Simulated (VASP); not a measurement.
# SiC (P3m1) in VASP: notebook, part 2 of 2

VASP 6.6.1. The steps go on from the part before.

## (3) Single point, LDA (mode 6 (550.6 1/cm) frozen in, largest displacement +0.090 Å)

INCAR

```
SYSTEM = SiC
PREC     = Accurate       ! precision mode
ENCUT    = 520            ! plane-wave cutoff, eV
EDIFF    = 1E-7           ! SCF threshold, eV
ISMEAR   = 0              ! smearing method
SIGMA    = 0.05           ! smearing width, eV
LREAL    = .False.        ! projectors in reciprocal space
LASPH    = .True.         ! aspherical terms in the spheres
NELM     = 80             ! most SCF steps
ALGO     = Normal         ! electronic algorithm
ISIF     = 2              ! what is computed and relaxed
LWAVE    = .False.        ! write WAVECAR
LCHARG   = .False.        ! write CHGCAR
GGA      = CA             ! functional
NBANDS   = 16             ! bands
```

KPOINTS

```
regular mesh
0
Gamma
  12 12 6
  0 0 0
```

POSCAR

```
SiC
1.0
    3.0759982064      0.0000000000      0.0000000000
   -1.5379991032      2.6638925888      0.0000000000
    0.0000000000      0.0000000000      5.0480000000
Si C
2 2
Direct
    0.3333333333      0.6666666667      0.0178288431
    0.6666666667      0.3333333333      0.4821711569
    0.3333333333      0.6666666667      0.3809322137
    0.6666666667      0.3333333333      0.8890677863
```

Potentials or basis: VASP PAW LDA potentials, release 64 (Si, C).

Launch:

```bash
$ cat potpaw_LDA.64/Si/POTCAR potpaw_LDA.64/C/POTCAR > POTCAR
$ mpirun -np 1 vasp_std > vasp.out
```

OUTCAR:

```text
SYSTEM = SiC
   PREC = Accurate
   ENCUT = 520
   EDIFF = 1E-7
   ISMEAR = 0
   LREAL = .False.
   LASPH = .True.
   NELM = 80
   ISIF = 2
   GGA = CA

 ion  position               nearest neighbor table
   1  0.333  0.667  0.018-   3 1.83   4 1.89   4 1.89   4 1.89   2 2.94   2 2.94   2 2.94
   2  0.667  0.333  0.482-   3 1.85   3 1.85   3 1.85   4 2.05   1 2.94   1 2.94   1 2.94
   3  0.333  0.667  0.381-   1 1.83   2 1.85   2 1.85   2 1.85
   4  0.667  0.333  0.889-   1 1.89   1 1.89   1 1.89   2 2.05

  LATTYP: Found a hexagonal cell.
 ALAT       =     3.0759982064
 C/A-ratio  =     1.6410932846

  Lattice vectors:

 A1 = (   3.0759982064,   0.0000000000,   0.0000000000)
 A2 = (  -1.5379991032,   2.6638925888,   0.0000000000)
 A3 = (   0.0000000000,   0.0000000000,   5.0480000000)

Analysis of symmetry for initial positions (statically):
=====================================================================
 Subroutine PRICEL returns:
 Original cell was already a primitive cell.

 Routine SETGRP: Setting up the symmetry group for a
 hexagonal supercell.

 Subroutine GETGRP returns: Found  6 space group operations
 (whereof  6 operations were pure point group operations)
 out of a pool of 24 trial point group operations.

The static configuration has the point symmetry C_3v.

Analysis of symmetry for dynamics (positions and initial velocities):
=====================================================================
 Subroutine PRICEL returns:
 Original cell was already a primitive cell.

 Routine SETGRP: Setting up the symmetry group for a
 hexagonal supercell.

 Subroutine GETGRP returns: Found  6 space group operations
 (whereof  6 operations were pure point group operations)
 out of a pool of 24 trial point group operations.

The dynamic configuration has the point symmetry C_3v.

 Subroutine INISYM returns: Found  6 space group operations
 (whereof  6 operations are pure point group operations),
 and found     1 'primitive' translations

[... 118 lines left out ...]
     AMIX_MAG =   1.60;   BMIX_MAG =  1.00
  volume/ion in A,a.u.               =      10.34        69.78
  Fermi-wavevector in a.u.,A,eV,Ry     =   1.192818  2.254099 19.358564  1.422814
  Thomas-Fermi vector in A             =   2.328847
   LORBIT       =      0    0 simple, 1 ext, 2 COOP (PROOUT), +10 PAW based schemes
   GGA     = CA    functional components
   LHFCALC =     F    Hartree Fock is set to
   AEXX    =    0.0000 exact exchange contribution
   IVDW    =     0    specifies the selected vdW correction
   LEPSILON=     F    determine dielectric tensor
   LRPA    =     F    only Hartree local field effects (RPA)
 non-spin polarized calculation
 Gauss-broadening in eV      SIGMA  =   0.05
  energy-cutoff  :      520.00
  volume of cell :       41.36
 maximum number of plane-waves:      1132
 NGX is ok and might be reduce to    24
   NGX = 11   NGY = 11   NGZ = 19

 number of electron      15.9999999 magnetization

 Free energy of the ion-electron system (eV)
  ---------------------------------------------------
  ext. energy  EPLUGINS =         0.00000000
  ---------------------------------------------------
  free energy    TOTEN  =       -32.97161078 eV

  energy without entropy =      -32.97161078  energy(sigma->0) =      -32.97161078

 E-fermi :   8.5989     XC(G=0): -11.5446

 val. band max:        8.3585945422   @ k =   0.0000   0.0000   0.0000
 cond. band min:      10.5594675577   @ k =   0.3333   0.3333   0.0000
 fundamental gap:      2.2008730155
 Fermi energy:         8.5989174121

 k-point     1 :       0.0000    0.0000    0.0000
  band No.  band energies     occupation
      1      -7.4523      2.00000
      2      -3.6400      2.00000
      3      -0.3563      2.00000
      4       6.4516      2.00000
      5       6.4516      2.00000
      6       8.3361      2.00000
[... 433 lines left out ...]
      3       0.7882      2.00000
      4       4.4624      2.00000
      5       5.8837      2.00000
      6       6.4424      2.00000
[... 8 lines left out ...]
     15      17.6054      0.00000
     16      18.1148      0.00000

 [... further k-points ...]
[... 5 lines left out ...]
  --------------------------------------------------------------------------------------
  -------------------------------------------------------------------------------------
  Total       -0.4137939     -0.4137939     -0.7717015     -0.0000000      0.0000000      0.0000000
  in kB      -16.0277490    -16.0277490    -29.8908164     -0.0000000      0.0000000      0.0000000
  external PRESSURE =     -20.6487715 kB  Pullay stress =       0.0000000 kB

 VOLUME and BASIS-vectors are now :
 -----------------------------------------------------------------------------
  energy-cutoff  :      520.00
  volume of cell :       41.36
      direct lattice vectors                 reciprocal lattice vectors
     3.075998206  0.000000000  0.000000000     0.325097719  0.187695255  0.000000000
    -1.537999103  2.663892589  0.000000000     0.000000000  0.375390511  0.000000000
     0.000000000  0.000000000  5.048000000     0.000000000  0.000000000  0.198098257

 POSITION                                       TOTAL-FORCE (eV/Angst)
 -----------------------------------------------------------------------------------
     -0.00000      1.77593      0.09000        -0.000000      0.000000     -2.516125
      1.53800      0.88796      2.43400        -0.000000      0.000000      3.168697
     -0.00000      1.77593      1.92295         0.000000     -0.000000      0.011962
      1.53800      0.88796      4.48801         0.000000     -0.000000     -0.664533
 -----------------------------------------------------------------------------------
    total drift:                                0.000000     -0.000000      0.000033

  FREE ENERGIE OF THE ION-ELECTRON SYSTEM (eV)
  ---------------------------------------------------
  free  energy   TOTEN  =       -32.9716107786 eV

  energy  without entropy=      -32.9716107786  energy(sigma->0) =      -32.97161078
```

OSZICAR:

```text
N       E                     dE             d eps       ncg     rms          rms(c)
DAV:   1     0.227632783801E+02    0.22763E+02   -0.71654E+03  3200   0.895E+02
DAV:   2    -0.345964926728E+02   -0.57360E+02   -0.52575E+02  4608   0.159E+02
DAV:   3    -0.371179555768E+02   -0.25215E+01   -0.25113E+01  4120   0.309E+01
DAV:   4    -0.371378515689E+02   -0.19896E-01   -0.19892E-01  4048   0.343E+00
DAV:   5    -0.371380641225E+02   -0.21255E-03   -0.21255E-03  4144   0.331E-01    0.130E+01
DAV:   6    -0.331240634208E+02    0.40140E+01   -0.71460E+00  4120   0.165E+01    0.595E+00
DAV:   7    -0.330175957202E+02    0.10647E+00   -0.11892E+00  4576   0.640E+00    0.248E+00
DAV:   8    -0.329772199452E+02    0.40376E-01   -0.62771E-02  3672   0.154E+00    0.729E-01
DAV:   9    -0.329715422112E+02    0.56777E-02   -0.78826E-03  4464   0.623E-01    0.127E-01
DAV:  10    -0.329716057986E+02   -0.63587E-04   -0.66160E-04  3736   0.166E-01    0.733E-02
DAV:  11    -0.329716117277E+02   -0.59291E-05   -0.26586E-05  4448   0.355E-02    0.233E-02
DAV:  12    -0.329716110919E+02    0.63579E-06   -0.24596E-06  4456   0.136E-02    0.115E-02
DAV:  13    -0.329716107835E+02    0.30838E-06   -0.13038E-06  4296   0.746E-03    0.183E-03
DAV:  14    -0.329716107786E+02    0.48449E-08   -0.12822E-07  2560   0.247E-03
   1 F= -.32971611E+02 E0= -.32971611E+02  d E =-.608376E-14
```

Wall time 37 s (1 thread of AMD EPYC 9R45 (Zen 5), shared host); peak memory 0.14 GiB.

What came out:

| Item | Value |
| --- | --- |
| Free energy | -32.9716 eV |
| Pressure | -2.1 GPa |
| Largest force | 3.169 eV/Å |
| Band gap on the k mesh | 2.20 eV, indirect (least direct gap 3.66 eV) |

Forces in eV/Å, atoms in the order of the input:
```
Si   0.000  0.000 -2.516
Si   0.000  0.000  3.169
C    0.000  0.000  0.012
C    0.000  0.000 -0.665
```

Levels at points of the mesh, in eV from the valence-band top:
```
           k point  band 5  band 6  band 7  band 8  band 9  band 10  band 11  band 12
(0.00, 0.00, 0.00)   -1.91   -0.02    0.00    0.00    4.40     6.11     6.27     6.27
(0.50, 0.00, 0.00)   -5.44   -3.80   -3.26   -1.30    2.36     4.13     6.69     7.09
(0.00, 0.00, 0.50)   -1.71   -1.71   -0.29   -0.29    5.03     6.14     6.56     6.56
(0.50, 0.00, 0.50)   -3.42   -2.74   -2.03   -1.91    2.78     3.10     4.86     5.18
```

Caveat: the cell differs from its parent crystal (mode 6 (550.6 1/cm) frozen in, largest displacement +0.090 Å); forces of over 1 eV/Å act on the atoms, so gaps and moduli don't describe the material at rest. A k mesh can miss the band edges.

## (4) Single point, LDA (mode 6 (550.6 1/cm) frozen in, largest displacement +0.105 Å)

INCAR

```
SYSTEM = SiC
PREC = Accurate
ENCUT = 520
EDIFF = 1E-7
ISMEAR = 0
SIGMA = 0.05
LREAL = .False.
LASPH = .True.
NELM = 100
ALGO = Normal
ISIF = 2
LWAVE = .False.
LCHARG = .False.
NBANDS = 16
```

KPOINTS is that of step 3.

POSCAR

```
SiC
1.0
    3.0759982064      0.0000000000      0.0000000000
   -1.5379991032      2.6638925888      0.0000000000
    0.0000000000      0.0000000000      5.0480000000
Si C
2 2
Direct
    0.3333333333      0.6666666667      0.0208003170
    0.6666666667      0.3333333333      0.4791996830
    0.3333333333      0.6666666667      0.3802542493
    0.6666666667      0.3333333333      0.8897457507
```

Potentials or basis: VASP PAW LDA potentials, release 64 (Si, C).

Launch:

```bash
$ cat potpaw_LDA.64/Si/POTCAR potpaw_LDA.64/C/POTCAR > POTCAR
$ mpirun -np 1 vasp_std > vasp.out
```

OUTCAR:

```text
SYSTEM = SiC
   PREC = Accurate
   ENCUT = 520
   EDIFF = 1E-7
   ISMEAR = 0
   LREAL = .False.
   LASPH = .True.
   NELM = 100
   ISIF = 2

 ion  position               nearest neighbor table
   1  0.333  0.667  0.021-   3 1.81   4 1.90   4 1.90   4 1.90   2 2.92   2 2.92   2 2.92
   2  0.667  0.333  0.479-   3 1.84   3 1.84   3 1.84   4 2.07   1 2.92   1 2.92   1 2.92
   3  0.333  0.667  0.380-   1 1.81   2 1.84   2 1.84   2 1.84
   4  0.667  0.333  0.890-   1 1.90   1 1.90   1 1.90   2 2.07

  LATTYP: Found a hexagonal cell.
 ALAT       =     3.0759982064
 C/A-ratio  =     1.6410932846

  Lattice vectors:

 A1 = (   3.0759982064,   0.0000000000,   0.0000000000)
 A2 = (  -1.5379991032,   2.6638925888,   0.0000000000)
 A3 = (   0.0000000000,   0.0000000000,   5.0480000000)

Analysis of symmetry for initial positions (statically):
=====================================================================
 Subroutine PRICEL returns:
 Original cell was already a primitive cell.

 Routine SETGRP: Setting up the symmetry group for a
 hexagonal supercell.

 Subroutine GETGRP returns: Found  6 space group operations
 (whereof  6 operations were pure point group operations)
 out of a pool of 24 trial point group operations.

The static configuration has the point symmetry C_3v.

Analysis of symmetry for dynamics (positions and initial velocities):
=====================================================================
 Subroutine PRICEL returns:
 Original cell was already a primitive cell.

 Routine SETGRP: Setting up the symmetry group for a
 hexagonal supercell.

 Subroutine GETGRP returns: Found  6 space group operations
 (whereof  6 operations were pure point group operations)
 out of a pool of 24 trial point group operations.

The dynamic configuration has the point symmetry C_3v.

 Subroutine INISYM returns: Found  6 space group operations
 (whereof  6 operations are pure point group operations),
 and found     1 'primitive' translations
[... 121 lines left out ...]
  Fermi-wavevector in a.u.,A,eV,Ry     =   1.192818  2.254099 19.358564  1.422814
  Thomas-Fermi vector in A             =   2.328847
   LORBIT       =      0    0 simple, 1 ext, 2 COOP (PROOUT), +10 PAW based schemes
   GGA     = CA    functional components
   LHFCALC =     F    Hartree Fock is set to
   AEXX    =    0.0000 exact exchange contribution
   IVDW    =     0    specifies the selected vdW correction
   LEPSILON=     F    determine dielectric tensor
   LRPA    =     F    only Hartree local field effects (RPA)
 non-spin polarized calculation
 Gauss-broadening in eV      SIGMA  =   0.05
  energy-cutoff  :      520.00
  volume of cell :       41.36
 maximum number of plane-waves:      1132
 NGX is ok and might be reduce to    24
   NGX = 11   NGY = 11   NGZ = 19

 number of electron      15.9999999 magnetization

 Free energy of the ion-electron system (eV)
  ---------------------------------------------------
  ext. energy  EPLUGINS =         0.00000000
  ---------------------------------------------------
  free energy    TOTEN  =       -32.87648056 eV

  energy without entropy =      -32.87648056  energy(sigma->0) =      -32.87648056

 E-fermi :   8.6773     XC(G=0): -11.5428

 val. band max:        8.4328102133   @ k =   0.0000   0.0000   0.0000
 cond. band min:      10.5602640397   @ k =   0.3333   0.3333   0.0000
 fundamental gap:      2.1274538264
 Fermi energy:         8.6772849389

 k-point     1 :       0.0000    0.0000    0.0000
  band No.  band energies     occupation
      1      -7.5142      2.00000
      2      -3.6135      2.00000
      3      -0.3578      2.00000
      4       6.3473      2.00000
      5       6.3473      2.00000
      6       8.3273      2.00000
[... 433 lines left out ...]
      3       0.7811      2.00000
      4       4.3695      2.00000
      5       5.7846      2.00000
      6       6.5007      2.00000
[... 8 lines left out ...]
     15      17.5645      0.00000
     16      18.0774      0.00000

 [... further k-points ...]

------------------------ aborting loop because EDIFF is reached ----------------------------------------

  FORCE on cell =-STRESS in cart. coord.  units (eV):
  Direction    XX          YY          ZZ          XY          YZ          ZX
  --------------------------------------------------------------------------------------
  -------------------------------------------------------------------------------------
  Total       -0.3614071     -0.3614071     -0.4466612     -0.0000000      0.0000000      0.0000000
  in kB      -13.9986185    -13.9986185    -17.3008199     -0.0000000      0.0000000      0.0000000
  external PRESSURE =     -15.0993523 kB  Pullay stress =       0.0000000 kB

 VOLUME and BASIS-vectors are now :
 -----------------------------------------------------------------------------
  energy-cutoff  :      520.00
  volume of cell :       41.36
      direct lattice vectors                 reciprocal lattice vectors
     3.075998206  0.000000000  0.000000000     0.325097719  0.187695255  0.000000000
    -1.537999103  2.663892589  0.000000000     0.000000000  0.375390511  0.000000000
     0.000000000  0.000000000  5.048000000     0.000000000  0.000000000  0.198098257

 POSITION                                       TOTAL-FORCE (eV/Angst)
 -----------------------------------------------------------------------------------
     -0.00000      1.77593      0.10500        -0.000000      0.000000     -3.152646
      1.53800      0.88796      2.41900        -0.000000     -0.000000      3.503445
     -0.00000      1.77593      1.91952        -0.000000     -0.000000      0.244290
      1.53800      0.88796      4.49144         0.000000     -0.000000     -0.595089
 -----------------------------------------------------------------------------------
    total drift:                                0.000000     -0.000000      0.000080

  FREE ENERGIE OF THE ION-ELECTRON SYSTEM (eV)
  ---------------------------------------------------
  free  energy   TOTEN  =       -32.8764805573 eV

  energy  without entropy=      -32.8764805573  energy(sigma->0) =      -32.87648056
```

Run time: 38 s. Hardware: 1 thread of AMD EPYC 9R45 (Zen 5), shared host; peak memory 0.14 GiB.

Results:

```
Free energy            : -32.8765 eV
Pressure               : -1.5 GPa
Largest force          : 3.503 eV/Å
Band gap on the k mesh : 2.13 eV, indirect (least direct gap 3.56 eV)
```

Forces in eV/Å, atoms in the order of the input:
```
Si   0.000  0.000 -3.153
Si   0.000  0.000  3.503
C    0.000  0.000  0.244
C    0.000  0.000 -0.595
```

Stress tensor (GPa, compression positive):
```
-1.40  0.00  0.00
 0.00 -1.40  0.00
 0.00  0.00 -1.73
```

Levels at points of the mesh, in eV from the valence-band top:
| k point | band 4 | band 5 | band 6 | band 7 | band 8 | band 9 | band 10 | band 11 | band 12 | band 13 |
| --- | --- | --- | --- | --- | --- | --- | --- | --- | --- | --- |
| (0.00, 0.00, 0.00) | -2.09 | -2.09 | -0.11 | 0.00 | 0.00 | 4.26 | 6.06 | 6.16 | 6.16 | 7.49 |
| (0.50, 0.00, 0.00) | -6.49 | -5.51 | -3.95 | -3.32 | -1.32 | 2.24 | 4.06 | 6.63 | 7.01 | 9.08 |
| (0.00, 0.00, 0.50) | -3.92 | -1.92 | -1.92 | -0.26 | -0.26 | 4.85 | 6.12 | 6.40 | 6.40 | 7.48 |
| (0.50, 0.00, 0.50) | -7.95 | -3.62 | -2.88 | -2.01 | -1.91 | 2.63 | 2.99 | 4.80 | 5.18 | 9.72 |

Caveat: the cell differs from its parent crystal (mode 6 (550.6 1/cm) frozen in, largest displacement +0.105 Å); forces of over 1 eV/Å act on the atoms, so gaps and moduli don't describe the material at rest.

## (5) Single point, LDA (mode 6 (550.6 1/cm) frozen in, largest displacement +0.075 Å)

INCAR

```
SYSTEM = SiC
PREC = Accurate ; ENCUT = 520
EDIFF = 1E-7 ; ISMEAR = 0
SIGMA = 0.05 ; LREAL = .FALSE.
LASPH = .TRUE. ; NELM = 80
ALGO = Normal ; ISIF = 2
LWAVE = .FALSE. ; LCHARG = .FALSE.
GGA = CA ; NBANDS = 16
```

KPOINTS

```
regular mesh
0
G
  12 12 6
  0 0 0
```

POSCAR

```
SiC
1.0
    3.0759982064      0.0000000000      0.0000000000
   -1.5379991032      2.6638925888      0.0000000000
    0.0000000000      0.0000000000      5.0480000000
Si C
2 2
Direct
    0.3333333333      0.6666666667      0.0148573693
    0.6666666667      0.3333333333      0.4851426307
    0.3333333333      0.6666666667      0.3816101781
    0.6666666667      0.3333333333      0.8883898219
```

Launch:

```bash
$ cat potpaw_LDA.64/Si/POTCAR potpaw_LDA.64/C/POTCAR > POTCAR
$ mpirun -np 1 vasp_std > vasp.out
```

Run time: 36 s. Hardware: 1 thread of AMD EPYC 9R45 (Zen 5), shared host; peak memory 0.14 GiB.

The run converged. Its results:

```
Free energy            : -33.0517 eV
Pressure               : -2.5 GPa
Largest force          : 2.814 eV/Å
Band gap on the k mesh : 2.22 eV, indirect (least direct gap 3.75 eV)
```

Forces on the atoms (eV/Å):
```
Si   0.000  0.000 -1.909
Si   0.000  0.000  2.814
C    0.000  0.000 -0.186
C    0.000  0.000 -0.719
```

Stress tensor (GPa, compression positive):
```
-1.77  0.00  0.00
 0.00 -1.77  0.00
 0.00  0.00 -4.05
```

Levels at points of the mesh, in eV from the valence-band top:
| k point | band 5 | band 6 | band 7 | band 8 | band 9 | band 10 | band 11 | band 12 |
| --- | --- | --- | --- | --- | --- | --- | --- | --- |
| (0.00, 0.00, 0.00) | -1.80 | -0.06 | -0.06 | 0.00 | 4.47 | 6.10 | 6.33 | 6.33 |
| (0.50, 0.00, 0.00) | -5.42 | -3.71 | -3.25 | -1.34 | 2.41 | 4.14 | 6.70 | 7.12 |
| (0.00, 0.00, 0.50) | -1.57 | -1.57 | -0.38 | -0.38 | 5.16 | 6.08 | 6.67 | 6.67 |
| (0.50, 0.00, 0.50) | -3.27 | -2.66 | -2.12 | -1.96 | 2.86 | 3.14 | 4.86 | 5.14 |

Caveat: the cell differs from its parent crystal (mode 6 (550.6 1/cm) frozen in, largest displacement +0.075 Å); forces of over 1 eV/Å act on the atoms, so gaps and moduli don't describe the material at rest.
